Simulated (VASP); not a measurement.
# CH3 in VASP: single point with PBE+D3(BJ)

Aim: the single point of CH3 with PBE+D3(BJ).

Program: VASP 6.6.1. These are calculated values, not measurements. Logs are shortened: lines on timing, memory, paths and dates and some standing lists are left out, and cuts for length are marked.

**1. The cell of the first run**

The cell holds a molecule in a box, 4 atoms: a = 15.000 Å, b = 15.500 Å, c = 16.000 Å, α = 90.00°, β = 90.00°, γ = 90.00°.

**2. Single point, PBE+D3(BJ), collinear spin, ferromagnetic start**

INCAR

```
PREC     = Accurate       # precision mode
ENCUT    = 520            # plane-wave cutoff, eV
EDIFF    = 1E-6           # SCF threshold, eV
ISMEAR   = 0              # smearing method
SIGMA    = 0.005          # smearing width, eV
LREAL    = False          # projectors in reciprocal space
LASPH    = True           # aspherical terms in the spheres
NELM     = 150            # most SCF steps
ALGO     = Normal         # electronic algorithm
ISIF     = 2              # what is computed and relaxed
LWAVE    = False          # write WAVECAR
LCHARG   = False          # write CHGCAR
ISPIN    = 2              # spin polarisation
MAGMOM   = 1 0 0 0        # initial moments
LORBIT   = 11             # projections on sites
GGA      = PE             # functional
IVDW     = 12             # dispersion correction
NBANDS   = 16             # bands
ISYM     = 0
```

KPOINTS

```
Automatic mesh
0
Gamma
  1 1 1
```

POSCAR

```
H3C
1.0
   15.0000000000      0.0000000000      0.0000000000
    0.0000000000     15.5000000000      0.0000000000
    0.0000000000      0.0000000000     16.0000000000
C H
1 3
Direct
    0.4999995346      0.4999998555      0.4999954995
    0.5723723946      0.4994465741      0.4988277731
    0.4643403657      0.5609203736      0.5021304274
    0.4632877050      0.4396331967      0.4990463001
```

Potentials or basis: VASP PAW PBE potentials, release 64 (C, H).

On the command line:

```sh
> cat potpaw_PBE.64/C/POTCAR potpaw_PBE.64/H/POTCAR > POTCAR
> mpirun -np 1 vasp_gam > vasp.out
```

OUTCAR:

```text
PREC = Accurate
   ENCUT = 520
   EDIFF = 1E-6
   ISMEAR = 0
   LREAL = False
   LASPH = True
   NELM = 150
   ISIF = 2
   ISPIN = 2
   LORBIT = 11
   GGA = PE
   IVDW = 12
   ISYM = 0
 IVDW          = 12

 ion  position               nearest neighbor table
   1  0.500  0.500  0.500-   3 1.09   2 1.09   4 1.09
   2  0.572  0.499  0.499-   1 1.09
   3  0.464  0.561  0.502-   1 1.09
   4  0.463  0.440  0.499-   1 1.09

IMPORTANT INFORMATION: All symmetrisations will be switched off!
NOSYMM: (Re-)initialisation of all symmetry stuff for point group C_1.

----------------------------------------------------------------------------------------

                                     Primitive cell

  volume of cell :    3720.0000

  direct lattice vectors                    reciprocal lattice vectors
    15.000000000  0.000000000  0.000000000     0.066666667  0.000000000  0.000000000
     0.000000000 15.500000000  0.000000000     0.000000000  0.064516129  0.000000000
     0.000000000  0.000000000 16.000000000     0.000000000  0.000000000  0.062500000

  length of vectors
    15.000000000 15.500000000 16.000000000     0.066666667  0.064516129  0.062500000

  position of ions in fractional coordinates (direct lattice)
     0.499999535  0.499999856  0.499995500
     0.572372395  0.499446574  0.498827773
     0.464340366  0.560920374  0.502130427
     0.463287705  0.439633197  0.499046300

  ion indices of the primitive-cell ions
   primitive index   ion index
                 1           1
                 2           2
                 3           3
                 4           4

----------------------------------------------------------------------------------------

 KPOINTS: Automatic mesh

Automatic generation of k-mesh.
 Grid dimensions read from file:
 generate k-points for:    1    1    1

 Generating k-lattice:

  Cartesian coordinates                     Fractional coordinates (reciprocal lattice)
     0.066666667  0.000000000  0.000000000     1.000000000  0.000000000  0.000000000
     0.000000000  0.064516129  0.000000000     0.000000000  1.000000000  0.000000000
     0.000000000  0.000000000  0.062500000     0.000000000  0.000000000  1.000000000

  Length of vectors
     0.066666667  0.064516129  0.062500000

  Shift w.r.t. Gamma in fractional coordinates (k-lattice)
     0.000000000  0.000000000  0.000000000

 Subroutine IBZKPT returns following result:
 ===========================================

 Found      1 irreducible k-points:

 Following reciprocal coordinates:
            Coordinates               Weight
  0.000000  0.000000  0.000000      1.000000
   k-points           NKPTS =      1   k-points in BZ     NKDIM =      1   number of bands    NBANDS=     16
   number of dos      NEDOS =    301   number of ions     NIONS =      4
   total plane-waves  NPLWV = ******
   dimension x,y,z NGX =   112 NGY =  120 NGZ =  120
   dimension x,y,z NGXF=   224 NGYF=  240 NGZF=  240
   ions per type =               1   3
   NGX,Y,Z   is equivalent  to a cutoff of  12.41, 12.87, 12.47 a.u.
   NGXF,Y,Z  is equivalent  to a cutoff of  24.83, 25.74, 24.94 a.u.
 SYSTEM =  unknown system
   PREC   = accura    normal or accurate (medium, high low for compatibility)
   ISTART =      0    job   : 0-new  1-cont  2-samecut
   ICHARG =      2    charge: 1-file 2-atom 10-const
   ISPIN  =      2    spin polarized calculation?
   LNONCOLLINEAR =      F non collinear calculations
   LSORBIT =      F    spin-orbit coupling
   LASPH  =      T    aspherical Exc in radial PAW
   ENCUT  =  520.0 eV  38.22 Ry    6.18 a.u.  27.89 28.82 29.75*2*pi/ulx,y,z
   NELM   =    150;   NELMIN=  2; NELMDL= -5     # of ELM steps
   EDIFF  = 0.1E-05   stopping-criterion for ELM
   LREAL  =      F    real-space projection
   EDIFFG = 0.1E-04   stopping-criterion for IOM
   NSW    =      0    number of steps for IOM
   IBRION =     -1    ionic relax: 0-MD 1-quasi-New 2-CG
   NFREE  =      0    steps in history (QN), initial steepest desc. (CG)
   ISIF   =      2    stress and relaxation
   ISYM   =      0    0-nonsym 1-usesym 2-fastsym
   POTIM  = 0.5000    time-step for ionic-motion
   TEBEG  =    0.0;   TEEND  =   0.0 temperature during run
   PSTRESS=    0.0 pullay stress
   NELECT =       7.0000    total number of electrons
   NUPDOWN=      -1.0000    fix difference up-down
   EMIN   =  10.00;   EMAX   =-10.00  energy-range for DOS
   EFERMI =   0.00;   METHOD = LEGACY
   ISMEAR =     0;   SIGMA  =   0.01  broadening in eV -4-tet -1-fermi 0-gaus
   EFERMI_NEDOS =   21; number of points for ismear=-14 and -15
   IALGO  =     38    algorithm
   IMIX   =      4    mixing-type and parameters
     AMIX     =   0.40;   BMIX     =  1.00
     AMIX_MAG =   1.60;   BMIX_MAG =  1.00
  volume/ion in A,a.u.               =     930.00      6275.95
  Fermi-wavevector in a.u.,A,eV,Ry     =   0.202113  0.381937  0.555791  0.040849
  Thomas-Fermi vector in A             =   0.958629
   LORBIT       =     11    0 simple, 1 ext, 2 COOP (PROOUT), +10 PAW based schemes
   GGA     = PE    functional components
   LHFCALC =     F    Hartree Fock is set to
   AEXX    =    0.0000 exact exchange contribution
   IVDW    =    12    specifies the selected vdW correction
   LEPSILON=     F    determine dielectric tensor
   LRPA    =     F    only Hartree local field effects (RPA)
 spin polarized calculation
 Gauss-broadening in eV      SIGMA  =   0.01
  energy-cutoff  :      520.00
  volume of cell :     3720.00
 maximum number of plane-waves:     50071
 NGX is ok and might be reduce to   112
   NGX = 55   NGY = 57   NGZ = 59

 number of electron       6.9999999 magnetization       1.0000000

 Free energy of the ion-electron system (eV)
  ---------------------------------------------------
  ext. energy  EPLUGINS =         0.00000000
  ---------------------------------------------------
  free energy    TOTEN  =       -18.16702122 eV

  energy without entropy =      -18.16702122  energy(sigma->0) =      -18.16702122

 E-fermi :  -5.3659     XC(G=0):  -0.1960

 val. band max:       -5.4004523404   @ k =   0.0000   0.0000   0.0000
 cond. band min:      -2.8766612650   @ k =   0.0000   0.0000   0.0000
 fundamental gap:      2.5237910754
 Fermi energy:        -5.3659409139

 spin component 1

 k-point     1 :       0.0000    0.0000    0.0000
  band No.  band energies     occupation
      1     -16.8414      1.00000
      2     -10.1889      1.00000
      3     -10.1887      1.00000
      4      -5.4005      1.00000
      5      -0.4795      0.00000
      6       0.2093      0.00000
      7       0.3993      0.00000
      8       0.4066      0.00000
      9       0.4268      0.00000
     10       0.5721      0.00000
     11       0.6146      0.00000
     12       0.9709      0.00000
     13       0.9882      0.00000
     14       0.9914      0.00000
     15       0.9965      0.00000
 Fermi energy:        -5.3659409139

 spin component 2

 k-point     1 :       0.0000    0.0000    0.0000
  band No.  band energies     occupation
      1     -15.9059      1.00000
      2      -9.9254      1.00000
      3      -9.9252      1.00000
      4      -2.8767      0.00000
      5      -0.2654      0.00000
      6       0.2640      0.00000
      7       0.4767      0.00000
      8       0.5082      0.00000
      9       0.5702      0.00000
     10       0.6065      0.00000
     11       0.6339      0.00000
     12       1.0086      0.00000
     13       1.0228      0.00000
     14       1.0332      0.00000
     15       1.1538      0.00000
 [bands above 15 left out]

------------------------ aborting loop because EDIFF is reached ----------------------------------------

 Edisp (eV)   -0.02311

 E8    (eV) :    -0.0059

  FORCE on cell =-STRESS in cart. coord.  units (eV):
  Direction    XX          YY          ZZ          XY          YZ          ZX
  --------------------------------------------------------------------------------------
  -------------------------------------------------------------------------------------
  Total      -0.02293    -0.02368    -0.05088    -0.00066     0.00076    -0.00069
  in kB      -0.00987    -0.01020    -0.02192    -0.00028     0.00033    -0.00030
  external pressure =       -0.01 kB  Pullay stress =        0.00 kB

 VOLUME and BASIS-vectors are now :
 -----------------------------------------------------------------------------
  energy-cutoff  :      520.00
  volume of cell :     3720.00
      direct lattice vectors                 reciprocal lattice vectors
    15.000000000  0.000000000  0.000000000     0.066666667  0.000000000  0.000000000
     0.000000000 15.500000000  0.000000000     0.000000000  0.064516129  0.000000000
     0.000000000  0.000000000 16.000000000     0.000000000  0.000000000  0.062500000

 POSITION                                       TOTAL-FORCE (eV/Angst)
 -----------------------------------------------------------------------------------
      7.49999      7.75000      7.99993        -0.000135     -0.000666      0.000299
      8.58559      7.74142      7.98124         0.018531     -0.000327     -0.000569
      6.96511      8.69427      8.03409        -0.009341      0.016221      0.000788
      6.94932      6.81431      7.98474        -0.009055     -0.015228     -0.000518
 -----------------------------------------------------------------------------------
    total drift:                               -0.000071      0.000037     -0.000273

  FREE ENERGIE OF THE ION-ELECTRON SYSTEM (eV)
  ---------------------------------------------------
  free  energy   TOTEN  =       -18.1901271034 eV

  energy  without entropy=      -18.1901271034  energy(sigma->0) =      -18.19012710

 total charge

# of ion       s       p       d       tot
------------------------------------------
    1        0.851   1.663   0.000   2.514
    2        0.640   0.048   0.000   0.688
    3        0.640   0.048   0.000   0.688
    4        0.640   0.048   0.000   0.688
--------------------------------------------------
tot          2.771   1.807   0.000   4.579

 magnetization (x)

# of ion       s       p       d       tot
------------------------------------------
    1        0.029   0.447   0.000   0.476
    2       -0.015   0.008   0.000  -0.007
    3       -0.015   0.008   0.000  -0.007
    4       -0.015   0.008   0.000  -0.007
--------------------------------------------------
tot         -0.017   0.471   0.000   0.454
```

Run time: 6.3 min. Hardware: 1 thread of Intel Xeon 6975P-C (Granite Rapids), shared host; peak memory 3.5 GiB.

What came out:

```yaml
Free_energy: -18.1901 eV
Largest_force: 0.019 eV/Å
Gap_between_the_frontier_levels: 2.52 eV
Net_moment: 1.00 μB per cell
Site_moments: C +0.48; H -0.01 μB
Valence_electrons_inside_the_program's_atomic_spheres: C 2.51; H 0.69
Dispersion_energy_per_atom: -0.006 eV
```

Forces on the atoms (eV/Å):
```
C    0.000 -0.001  0.000
H    0.019  0.000 -0.001
H   -0.009  0.016  0.001
H   -0.009 -0.015 -0.001
```
